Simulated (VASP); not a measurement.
# MoW2 (P-3m1) in VASP: further runs

Runs on MoW2. Level: PBE. Tasks: single point.

Everything below comes from runs of VASP 6.6.1. Logs are shortened: lines on timing, memory, paths and dates and some standing lists are left out, and cuts for length are marked.

### Step 1. The cell of the first run

It takes space group P-3m1 (No. 164, trigonal). The conventional cell has a = 4.503 Å, b = 4.503 Å, c = 2.735 Å, α = 90.00°, β = 90.00°, γ = 120.00°. Mo (site symmetry -3m) has 2 Mo at 2.74 Å and 12 W at 2.75 to 3.18 Å within 3.6 Å. W (site symmetry 3m) has 8 W at 2.74 to 3.17 Å and 6 Mo at 2.75 to 3.18 Å within 3.6 Å.

### Step 2. Single point, PBE

INCAR

```
ALGO = Normal
EDIFF = 1E-6
ENCUT = 520
GGA = PE
ISIF = 2
ISMEAR = 0
LASPH = T
LCHARG = F
LREAL = F
LWAVE = F
NBANDS = 28
NELM = 60
PREC = Accurate
SIGMA = 0.1
```

KPOINTS

```
k-points
0
Gamma
  6 6 6
```

POSCAR

```
MoW2
1.0
    4.5032345534      0.0000000000      0.0000000000
   -2.2516172767      3.8999155224      0.0000000000
    0.0000000000      0.0000000000      2.7354519548
Mo W
1 2
Direct
    0.0000000000      0.0000000000      0.5000000000
    0.3333333333      0.6666666667      0.8309593862
    0.6666666667      0.3333333333      0.1690406138
```

Potentials or basis: VASP PAW PBE potentials, release 64 (Mo_sv, W_sv).

Run with:

```console
cat potpaw_PBE.64/Mo_sv/POTCAR potpaw_PBE.64/W_sv/POTCAR > POTCAR
mpirun -np 1 vasp_std > vasp.out
```

OUTCAR:

```text
EDIFF = 1E-6
   ENCUT = 520
   GGA = PE
   ISIF = 2
   ISMEAR = 0
   LASPH = T
   LREAL = F
   NELM = 60
   PREC = Accurate

 ion  position               nearest neighbor table
   1  0.000  0.000  0.500-   2 2.75   3 2.75   2 2.75   3 2.75   3 2.75   2 2.75   3 3.18   2 3.18
                             2 3.18   3 3.18   3 3.18   2 3.18
   2  0.333  0.667  0.831-   1 2.75   1 2.75   1 2.75   3 2.76   3 2.76   3 2.76   3 3.17   3 3.17
                             3 3.17   1 3.18   1 3.18   1 3.18
   3  0.667  0.333  0.169-   1 2.75   1 2.75   1 2.75   2 2.76   2 2.76   2 2.76   2 3.17   2 3.17
                             2 3.17   1 3.18   1 3.18   1 3.18

  LATTYP: Found a hexagonal cell.
 ALAT       =     4.5032345534
 C/A-ratio  =     0.6074415895

  Lattice vectors:

 A1 = (   4.5032345534,   0.0000000000,   0.0000000000)
 A2 = (  -2.2516172767,   3.8999155224,   0.0000000000)
 A3 = (   0.0000000000,   0.0000000000,   2.7354519548)

Analysis of symmetry for initial positions (statically):
=====================================================================
 Subroutine PRICEL returns:
 Original cell was already a primitive cell.

 Routine SETGRP: Setting up the symmetry group for a
 hexagonal supercell.

 Subroutine GETGRP returns: Found 12 space group operations
 (whereof 12 operations were pure point group operations)
 out of a pool of 24 trial point group operations.

The static configuration has the point symmetry D_3d.

Analysis of symmetry for dynamics (positions and initial velocities):
=====================================================================
 Subroutine PRICEL returns:
 Original cell was already a primitive cell.

 Routine SETGRP: Setting up the symmetry group for a
 hexagonal supercell.

 Subroutine GETGRP returns: Found 12 space group operations
 (whereof 12 operations were pure point group operations)
 out of a pool of 24 trial point group operations.

The dynamic configuration has the point symmetry D_3d.

 Subroutine INISYM returns: Found 12 space group operations
 (whereof 12 operations are pure point group operations),
 and found     1 'primitive' translations

----------------------------------------------------------------------------------------

                                     Primitive cell

  volume of cell :      48.0406

  direct lattice vectors                    reciprocal lattice vectors
[... 81 lines left out ...]
   ISTART =      0    job   : 0-new  1-cont  2-samecut
   ICHARG =      2    charge: 1-file 2-atom 10-const
   ISPIN  =      1    spin polarized calculation?
   LNONCOLLINEAR =      F non collinear calculations
   LSORBIT =      F    spin-orbit coupling
   LASPH  =      T    aspherical Exc in radial PAW
   ENCUT  =  520.0 eV  38.22 Ry    6.18 a.u.   8.37  8.37  5.09*2*pi/ulx,y,z
   NELM   =     60;   NELMIN=  2; NELMDL= -5     # of ELM steps
   EDIFF  = 0.1E-05   stopping-criterion for ELM
   LREAL  =      F    real-space projection
   EDIFFG = 0.1E-04   stopping-criterion for IOM
   NSW    =      0    number of steps for IOM
   IBRION =     -1    ionic relax: 0-MD 1-quasi-New 2-CG
   NFREE  =      0    steps in history (QN), initial steepest desc. (CG)
   ISIF   =      2    stress and relaxation
   ISYM   =      2    0-nonsym 1-usesym 2-fastsym
   POTIM  = 0.5000    time-step for ionic-motion
   TEBEG  =    0.0;   TEEND  =   0.0 temperature during run
   PSTRESS=    0.0 pullay stress
   NELECT =      42.0000    total number of electrons
   NUPDOWN=      -1.0000    fix difference up-down
   EMIN   =  10.00;   EMAX   =-10.00  energy-range for DOS
   EFERMI =   0.00;   METHOD = LEGACY
   ISMEAR =     0;   SIGMA  =   0.10  broadening in eV -4-tet -1-fermi 0-gaus
   EFERMI_NEDOS =   21; number of points for ismear=-14 and -15
   IALGO  =     38    algorithm
   IMIX   =      4    mixing-type and parameters
     AMIX     =   0.40;   BMIX     =  1.00
     AMIX_MAG =   1.60;   BMIX_MAG =  1.00
  volume/ion in A,a.u.               =      16.01       108.06
  Fermi-wavevector in a.u.,A,eV,Ry     =   1.565387  2.958152 33.340200  2.450436
  Thomas-Fermi vector in A             =   2.667870
   LORBIT       =      0    0 simple, 1 ext, 2 COOP (PROOUT), +10 PAW based schemes
   GGA     = PE    functional components
   LHFCALC =     F    Hartree Fock is set to
   AEXX    =    0.0000 exact exchange contribution
   IVDW    =     0    specifies the selected vdW correction
   LEPSILON=     F    determine dielectric tensor
   LRPA    =     F    only Hartree local field effects (RPA)
 non-spin polarized calculation
 Gauss-broadening in eV      SIGMA  =   0.10
  energy-cutoff  :      520.00
  volume of cell :       48.04
 maximum number of plane-waves:      1312
 NGX is ok and might be reduce to    36
   NGX = 17   NGY = 17   NGZ = 11

 number of electron      41.9999994 magnetization

 Free energy of the ion-electron system (eV)
  ---------------------------------------------------
  ext. energy  EPLUGINS =         0.00000000
  ---------------------------------------------------
  free energy    TOTEN  =       -36.87801929 eV

  energy without entropy =      -36.86632755  energy(sigma->0) =      -36.87217342

 E-fermi :  11.5618     XC(G=0): -13.4766

 val. band max:       11.5608888763   @ k =   0.1667   0.1667   0.0000
 cond. band min:      11.5970749658   @ k =   0.3333  -0.0000   0.3333
 fundamental gap:      0.0361860895
 Fermi energy:        11.5618344944

 k-point     1 :       0.0000    0.0000    0.0000
  band No.  band energies     occupation
      1     -62.5419      2.00000
      2     -62.4484      2.00000
      3     -49.5533      2.00000
      4     -27.0202      2.00000
      5     -27.0202      2.00000
      6     -26.5169      2.00000
[... 733 lines left out ...]
     27      14.6232      0.00000
     28      15.4419      0.00000

 [... further k-points ...]
[... 5 lines left out ...]
  --------------------------------------------------------------------------------------
  -------------------------------------------------------------------------------------
  Total        0.1994148      0.1994148      0.1235870      0.0000000      0.0000000      0.0000000
  in kB        6.6505734      6.6505734      4.1216837      0.0000000      0.0000000      0.0000000
  external PRESSURE =       5.8076102 kB  Pullay stress =       0.0000000 kB

 VOLUME and BASIS-vectors are now :
 -----------------------------------------------------------------------------
  energy-cutoff  :      520.00
  volume of cell :       48.04
      direct lattice vectors                 reciprocal lattice vectors
     4.503234553  0.000000000  0.000000000     0.222062606  0.128207905  0.000000000
    -2.251617277  3.899915522  0.000000000     0.000000000  0.256415811  0.000000000
     0.000000000  0.000000000  2.735451955     0.000000000  0.000000000  0.365570303

 POSITION                                       TOTAL-FORCE (eV/Angst)
 -----------------------------------------------------------------------------------
      0.00000      0.00000      1.36773         0.000000      0.000000     -0.000000
     -0.00000      2.59994      2.27305        -0.000000     -0.000000     -0.000595
      2.25162      1.29997      0.46240         0.000000      0.000000      0.000595
 -----------------------------------------------------------------------------------
    total drift:                               -0.000000      0.000000      0.000000

  FREE ENERGIE OF THE ION-ELECTRON SYSTEM (eV)
  ---------------------------------------------------
  free  energy   TOTEN  =       -36.8780192877 eV

  energy  without entropy=      -36.8663275521  energy(sigma->0) =      -36.87217342
```

stdout:

```text
POSCAR found type information on POSCAR MoW
 POSCAR found :  2 types and       3 ions
 scaLAPACK will be used
 LDA part: xc-table for (Slater+PW92), standard interpolation
 POSCAR, INCAR and KPOINTS ok, starting setup
 FFT: planning ... GRIDC
 FFT: planning ... GRID_SOFT
 FFT: planning ... GRID
 WAVECAR not read
 entering main loop
```

It took 55 s on 1 thread of Intel Xeon Platinum 8375C at 2.90GHz (Ice Lake), shared host; peak memory 0.19 GiB.

What came out:

```yaml
Free_energy: -36.8780 eV
Pressure: 0.6 GPa
Band_gap_on_the_k_mesh: zero (bands 21 and 22 overlap by 3.33 eV)
```

Stress tensor (GPa, compression positive):
```
0.67 0.00 0.00
0.00 0.67 0.00
0.00 0.00 0.41
```

Caveat: the k points lie up to 0.38 Å⁻¹ apart, too coarse for converged energies and pressures of a metal; spin-orbit coupling is left out, which moves the levels of the heavy elements.

### Step 3. Single point, PBE

This run uses another cell than the first one, of 17.55 Å³/atom.

INCAR

```
ALGO     = Normal         # electronic algorithm
EDIFF    = 1E-6           # SCF threshold, eV
ENCUT    = 520            # plane-wave cutoff, eV
GGA      = PE             # functional
ISIF     = 2              # what is computed and relaxed
ISMEAR   = 0              # smearing method
LASPH    = T              # aspherical terms in the spheres
LCHARG   = T              # write CHGCAR
LELF     = T              # ELF
LREAL    = F              # projectors in reciprocal space
LVHAR    = T            
LWAVE    = F              # write WAVECAR
NBANDS   = 28             # bands
NELM     = 100            # most SCF steps
PREC     = Accurate       # precision mode
SIGMA    = 0.1            # smearing width, eV
```

KPOINTS is that of step 2.

POSCAR

```
MoW2
1.0
    4.6302924600      0.0000000000      0.0000000000
   -2.3151462300      4.0099509000      0.0000000000
    0.0000000000      0.0000000000      2.8354634700
Mo W
1 2
Direct
    0.0000000000      0.0000000000      0.5000000000
    0.3333333300      0.6666666700      0.8333333300
    0.6666666700      0.3333333300      0.1666666700
```

Potentials or basis: VASP PAW PBE potentials, release 64 (Mo_sv, W_sv).

Run with:

```console
cat potpaw_PBE.64/Mo_sv/POTCAR potpaw_PBE.64/W_sv/POTCAR > POTCAR
mpirun -np 1 vasp_std > vasp.out
```

It took 72 s on 1 thread of Intel Xeon Platinum 8375C at 2.90GHz (Ice Lake), shared host; peak memory 0.2 GiB.

Results (log left out):

```
Free energy            : -36.5540 eV
Pressure               : -21.4 GPa
Largest force          : 0.029 eV/Å
Band gap on the k mesh : zero (bands 21 and 22 overlap by 3.01 eV)
```

Forces in eV/Å, atoms in the order of the input:
```
Mo   0.000  0.000  0.000
W    0.000  0.000 -0.029
W    0.000  0.000  0.029
```

Stress tensor (GPa, compression positive):
```
-20.87   0.00   0.00
  0.00 -20.87   0.00
  0.00   0.00 -22.36
```

Levels at points of the mesh, in eV from the Fermi level:
```tsv
k point	band 17	band 18	band 19	band 20	band 21	band 22	band 23	band 24	band 25	band 26
(0.00, 0.00, 0.00)	-2.37	-2.19	-2.19	-1.08	-1.08	-1.07	1.65	1.65	2.22	2.22
(0.50, 0.00, 0.00)	-2.22	-2.15	-2.08	-2.03	0.72	0.79	1.21	1.54	1.96	2.29
(0.00, 0.00, 0.50)	-2.86	-2.86	-2.83	-2.83	1.94	1.94	2.52	2.52	3.91	4.11
(0.50, 0.00, 0.50)	-3.27	-3.00	-1.69	-1.61	0.72	1.07	1.53	1.73	2.50	2.56
```

Caveat: the k points lie up to 0.37 Å⁻¹ apart, too coarse for converged energies and pressures of a metal; spin-orbit coupling is left out, which moves the levels of the heavy elements.
